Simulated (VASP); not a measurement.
# Cs in VASP: further runs

The runs below take Cs through single point, with PBE.

Program: VASP 6.6.1. These are calculated values, not measurements. Logs are shortened: lines on timing, memory, paths and dates and some standing lists are left out, and cuts for length are marked.

**1. The cell of the first run**

The cell holds a sheet with vacuum, 2 atoms: a = 8.630 Å, b = 8.630 Å, c = 23.800 Å, α = 90.00°, β = 90.00°, γ = 120.00°.

**2. Single point, PBE**

INCAR

```
ALGO = Normal
DIPOL = 0.5 0.5 0.294
EDIFF = 1E-7
ENCUT = 520
GGA = PE
IDIPOL = 3
ISIF = 2
ISMEAR = 0
LASPH = True
LCHARG = False
LDIPOL = True
LREAL = False
LWAVE = False
NBANDS = 16
NELM = 100
PREC = Accurate
SIGMA = 0.1
```

KPOINTS

```
k-points
0
Gamma
  12 12 1
```

POSCAR

```
Cs
1.0
    8.6295121744     -0.0000003153      0.0000000000
   -4.3147558141      7.4733769230      0.0000000000
    0.0000000000      0.0000000000     23.8000000000
Cs
2
Direct
    0.3333333333      0.6666666667      0.2941176471
    0.6666666667      0.3333333333      0.2941176471
```

Potentials or basis: VASP PAW PBE potentials, release 64 (Cs_sv).

On the command line:

```bash
$ cat potpaw_PBE.64/Cs_sv/POTCAR > POTCAR
$ mpirun -np 1 vasp_std > vasp.out
```

OUTCAR:

```text
EDIFF = 1E-7
   ENCUT = 520
   GGA = PE
   ISIF = 2
   ISMEAR = 0
   LASPH = True
   LREAL = False
   NELM = 100
   PREC = Accurate

 ion  position               nearest neighbor table
   1  0.333  0.667  0.294-
   2  0.667  0.333  0.294-

  LATTYP: Found a hexagonal cell.
 ALAT       =     8.6295121744
 C/A-ratio  =     2.7579774521

  Lattice vectors:

 A1 = (   8.6295121744,  -0.0000003153,   0.0000000000)
 A2 = (  -4.3147558141,   7.4733769230,   0.0000000000)
 A3 = (   0.0000000000,   0.0000000000,  23.8000000000)

Analysis of symmetry for initial positions (statically):
=====================================================================
 Subroutine PRICEL returns:
 Original cell was already a primitive cell.

 Routine SETGRP: Setting up the symmetry group for a
 hexagonal supercell.

 Subroutine GETGRP returns: Found 24 space group operations
 (whereof 12 operations were pure point group operations)
 out of a pool of 24 trial point group operations.

The static configuration has the point symmetry C_6v.
 The point group associated with its full space group is D_6h.

Analysis of symmetry for dynamics (positions and initial velocities):
=====================================================================
 Subroutine PRICEL returns:
 Original cell was already a primitive cell.

 Routine SETGRP: Setting up the symmetry group for a
 hexagonal supercell.

 Subroutine GETGRP returns: Found 24 space group operations
 (whereof 12 operations were pure point group operations)
 out of a pool of 24 trial point group operations.

The dynamic configuration has the point symmetry C_6v.
 The point group associated with its full space group is D_6h.

 Subroutine INISYM returns: Found 24 space group operations
 (whereof 12 operations are pure point group operations),
 and found     1 'primitive' translations

----------------------------------------------------------------------------------------

                                     Primitive cell

  volume of cell :    1534.9000

  direct lattice vectors                    reciprocal lattice vectors
     8.629512174 -0.000000315  0.000000000     0.115881408  0.066904156  0.000000000
    -4.314755814  7.473376923  0.000000000     0.000000005  0.133808321  0.000000000
     0.000000000  0.000000000 23.800000000     0.000000000  0.000000000  0.042016807

[... 80 lines left out ...]
   NSW    =      0    number of steps for IOM
   IBRION =     -1    ionic relax: 0-MD 1-quasi-New 2-CG
   NFREE  =      0    steps in history (QN), initial steepest desc. (CG)
   ISIF   =      2    stress and relaxation
   ISYM   =      2    0-nonsym 1-usesym 2-fastsym
   POTIM  = 0.5000    time-step for ionic-motion
   TEBEG  =    0.0;   TEEND  =   0.0 temperature during run
   PSTRESS=    0.0 pullay stress
   NELECT =      18.0000    total number of electrons
   NUPDOWN=      -1.0000    fix difference up-down
   EMIN   =  10.00;   EMAX   =-10.00  energy-range for DOS
   EFERMI =   0.00;   METHOD = LEGACY
   ISMEAR =     0;   SIGMA  =   0.10  broadening in eV -4-tet -1-fermi 0-gaus
   EFERMI_NEDOS =   21; number of points for ismear=-14 and -15
   IALGO  =     38    algorithm
   IMIX   =      4    mixing-type and parameters
     AMIX     =   0.40;   BMIX     =  1.00
     AMIX_MAG =   1.60;   BMIX_MAG =  1.00
  volume/ion in A,a.u.               =     767.45      5179.01
  Fermi-wavevector in a.u.,A,eV,Ry     =   0.371940  0.702864  1.882216  0.138339
  Thomas-Fermi vector in A             =   1.300439
   LORBIT       =      0    0 simple, 1 ext, 2 COOP (PROOUT), +10 PAW based schemes
   GGA     = PE    functional components
   LHFCALC =     F    Hartree Fock is set to
   AEXX    =    0.0000 exact exchange contribution
   IVDW    =     0    specifies the selected vdW correction
   LEPSILON=     F    determine dielectric tensor
   LRPA    =     F    only Hartree local field effects (RPA)
 non-spin polarized calculation
 Gauss-broadening in eV      SIGMA  =   0.10
  energy-cutoff  :      520.00
  volume of cell :     1534.90
 maximum number of plane-waves:     41388
   NGX = 33   NGY = 33   NGZ = 89

 dipolmoment           0.000000      0.000000      0.000001 electrons x Angstroem

 number of electron      18.0000000 magnetization

 dipolmoment           0.000000      0.000000     -0.000002 electrons x Angstroem

 Free energy of the ion-electron system (eV)
  ---------------------------------------------------
  ext. energy  EPLUGINS =         0.00000000
  ---------------------------------------------------
  free energy    TOTEN  =        -1.05945766 eV

  energy without entropy =       -1.05678250  energy(sigma->0) =       -1.05812008

 E-fermi :  -1.6858     XC(G=0):  -1.3844

 val. band max:       -1.8443456165   @ k =   0.3333   0.2500   0.0000
 cond. band min:      -1.6809577981   @ k =   0.3333   0.3333   0.0000
 fundamental gap:      0.1633878183
 Fermi energy:        -1.6858012540

 k-point     1 :       0.0000    0.0000    0.0000
  band No.  band energies     occupation
      1     -26.0142      2.00000
      2     -26.0037      2.00000
      3     -12.8543      2.00000
      4     -12.8543      2.00000
      5     -12.8443      2.00000
      6     -12.8178      2.00000
[... 338 lines left out ...]
      3     -12.8674      2.00000
      4     -12.8311      2.00000
      5     -12.8311      2.00000
      6     -12.7991      2.00000
[... 8 lines left out ...]
     15      -0.2789      0.00000
     16       0.1761      0.00000

------------------------ aborting loop because EDIFF is reached ----------------------------------------

 vacuum level on the upper side and lower side of the slab       (xc-potential included)        -0.066        -0.066

  FORCE on cell =-STRESS in cart. coord.  units (eV):
  Direction    XX          YY          ZZ          XY          YZ          ZX
  --------------------------------------------------------------------------------------
  -------------------------------------------------------------------------------------
  Total        0.0595298      0.0595298     -0.0098305      0.0000000      0.0000000      0.0000000
  in kB        0.0621391      0.0621391     -0.0102614      0.0000000      0.0000000      0.0000000
  external PRESSURE =       0.0380056 kB  Pullay stress =       0.0000000 kB

 VOLUME and BASIS-vectors are now :
 -----------------------------------------------------------------------------
  energy-cutoff  :      520.00
  volume of cell :     1534.90
      direct lattice vectors                 reciprocal lattice vectors
     8.629512174 -0.000000315  0.000000000     0.115881408  0.066904156  0.000000000
    -4.314755814  7.473376923  0.000000000     0.000000005  0.133808321  0.000000000
     0.000000000  0.000000000 23.800000000     0.000000000  0.000000000  0.042016807

 POSITION                                       TOTAL-FORCE (eV/Angst)
 -----------------------------------------------------------------------------------
      0.00000      4.98225      7.00000        -0.000000      0.000000     -0.000000
      4.31476      2.49113      7.00000         0.000000     -0.000000      0.000000
 -----------------------------------------------------------------------------------
    total drift:                               -0.000000     -0.000000      0.000003

  FREE ENERGIE OF THE ION-ELECTRON SYSTEM (eV)
  ---------------------------------------------------
  free  energy   TOTEN  =        -1.0594576640 eV

  energy  without entropy=       -1.0567825033  energy(sigma->0) =       -1.05812008

 vacuum level on the upper side and lower side of the slab         0.407         0.407
```

stdout:

```text
POSCAR found type information on POSCAR Cs
 POSCAR found :  1 types and       2 ions
 scaLAPACK will be used
 LDA part: xc-table for (Slater+PW92), standard interpolation
 POSCAR, INCAR and KPOINTS ok, starting setup
 FFT: planning ... GRIDC
 FFT: planning ... GRID_SOFT
 FFT: planning ... GRID
 WAVECAR not read
 entering main loop
```

It took 12 min on 1 thread of Intel Xeon 6975P-C (Granite Rapids), shared host; peak memory 1.4 GiB.

What came out:

| Property | Result |
| --- | --- |
| Free energy | -1.0595 eV |
| Band gap on the k mesh | zero (filled and empty bands touch) |

Caveat: spin-orbit coupling is left out, which moves the levels of the heavy elements.

**3. Single point, PBE**

INCAR

```
SYSTEM = Cs
  ALGO = Normal
  DIPOL = 0.5 0.5 0.294
  EDIFF = 1E-6
  ENCUT = 520
  GGA = PE
  IDIPOL = 3
  ISIF = 2
  ISMEAR = 0
  LASPH = .True.
  LCHARG = .False.
  LDIPOL = .True.
  LREAL = .False.
  LWAVE = .False.
  NBANDS = 16
  NELM = 100
  PREC = Accurate
  SIGMA = 0.1
```

KPOINTS

```
k-points
0
Gamma
  12 12 1
  0 0 0
```

POSCAR is that of step 2.

Potentials or basis: VASP PAW PBE potentials, release 64 (Cs_sv).

On the command line:

```bash
$ cat potpaw_PBE.64/Cs_sv/POTCAR > POTCAR
$ mpirun -np 1 vasp_std > vasp.out
```

Wall time 9 min (1 thread of Intel Xeon 6975P-C (Granite Rapids), shared host); peak memory 1.4 GiB.

The run converged. Its results:

* Free energy: -1.0595 eV
* Band gap on the k mesh: zero (filled and empty bands touch)

Levels at points of the mesh, in eV from the Fermi level:
```tsv
k point	band 6	band 7	band 8	band 9	band 10	band 11	band 12	band 13
(0.00, 0.00, 0.00)	-11.13	-11.06	-11.06	-0.90	0.79	1.31	1.38	1.38
(0.50, 0.00, 0.00)	-11.14	-11.09	-11.05	-0.28	0.17	0.86	1.08	1.20
```

Caveat: spin-orbit coupling is left out, which moves the levels of the heavy elements.

**4. Single point, PBE**

INCAR

```
SYSTEM = Cs
PREC = Accurate
ENCUT = 520
EDIFF = 1E-6
ISMEAR = 0
SIGMA = 0.1
LREAL = .False.
LASPH = .True.
NELM = 100
ALGO = Normal
ISIF = 2
LWAVE = .False.
LCHARG = .True.
LDIPOL = .True.
IDIPOL = 3
DIPOL = 0.5 0.5 0.294
GGA = PE
LELF = .True.
LVHAR = .True.
LVACPOTAV = .True.
NBANDS = 16
```

KPOINTS

```
regular mesh
0
Gamma
  12 12 1
  0 0 0
```

POSCAR is that of step 3.

Potentials or basis: VASP PAW PBE potentials, release 64 (Cs_sv).

On the command line:

```bash
$ cat potpaw_PBE.64/Cs_sv/POTCAR > POTCAR
$ mpirun -np 1 vasp_std > vasp.out
```

OUTCAR:

```text
SYSTEM = Cs
   PREC = Accurate
   ENCUT = 520
   EDIFF = 1E-6
   ISMEAR = 0
   LREAL = .False.
   LASPH = .True.
   NELM = 100
   ISIF = 2
   GGA = PE

 ion  position               nearest neighbor table
   1  0.333  0.667  0.294-
   2  0.667  0.333  0.294-

  LATTYP: Found a hexagonal cell.
 ALAT       =     8.6295121744
 C/A-ratio  =     2.7579774521

  Lattice vectors:

 A1 = (   8.6295121744,  -0.0000003153,   0.0000000000)
[... 547 lines left out ...]
 vacuum level on the upper side and lower side of the slab       (xc-potential included)        -0.204        -0.202

  FORCE on cell =-STRESS in cart. coord.  units (eV):
  Direction    XX          YY          ZZ          XY          YZ          ZX
  --------------------------------------------------------------------------------------
  -------------------------------------------------------------------------------------
  Total        0.0595404      0.0595404     -0.0095844      0.0000000      0.0000000      0.0000000
  in kB        0.0621502      0.0621502     -0.0100045      0.0000000      0.0000000      0.0000000
  external PRESSURE =       0.0380986 kB  Pullay stress =       0.0000000 kB

 VOLUME and BASIS-vectors are now :
 -----------------------------------------------------------------------------
  energy-cutoff  :      520.00
  volume of cell :     1534.90
      direct lattice vectors                 reciprocal lattice vectors
     8.629512174 -0.000000315  0.000000000     0.115881408  0.066904156  0.000000000
    -4.314755814  7.473376923  0.000000000     0.000000005  0.133808321  0.000000000
     0.000000000  0.000000000 23.800000000     0.000000000  0.000000000  0.042016807

 POSITION                                       TOTAL-FORCE (eV/Angst)
 -----------------------------------------------------------------------------------
      0.00000      4.98225      7.00000         0.000000      0.000000      0.000000
      4.31476      2.49113      7.00000         0.000000     -0.000000      0.000000
 -----------------------------------------------------------------------------------
    total drift:                               -0.000000     -0.000000      0.000002

  FREE ENERGIE OF THE ION-ELECTRON SYSTEM (eV)
  ---------------------------------------------------
  free  energy   TOTEN  =        -1.0594572017 eV

  energy  without entropy=       -1.0567820029  energy(sigma->0) =       -1.05811960

 vacuum level on the upper side and lower side of the slab         0.456         0.456
```

Run time: 9.3 min. Hardware: 1 thread of Intel Xeon 6975P-C (Granite Rapids), shared host; peak memory 1.4 GiB.

What came out:

- Free energy: -1.0595 eV
- Band gap on the k mesh: zero (filled and empty bands touch)
- Work function of the upper face: 2.14 eV
- Work function of the lower face: 2.14 eV

Levels at points of the mesh, in eV from the Fermi level:
| k point | band 7 | band 8 | band 9 | band 10 | band 11 | band 12 |
| --- | --- | --- | --- | --- | --- | --- |
| (0.00, 0.00, 0.00) | -11.06 | -11.06 | -0.90 | 0.79 | 1.31 | 1.38 |
| (0.50, 0.00, 0.00) | -11.09 | -11.05 | -0.28 | 0.17 | 0.86 | 1.08 |

Caveat: spin-orbit coupling is left out, which moves the levels of the heavy elements.
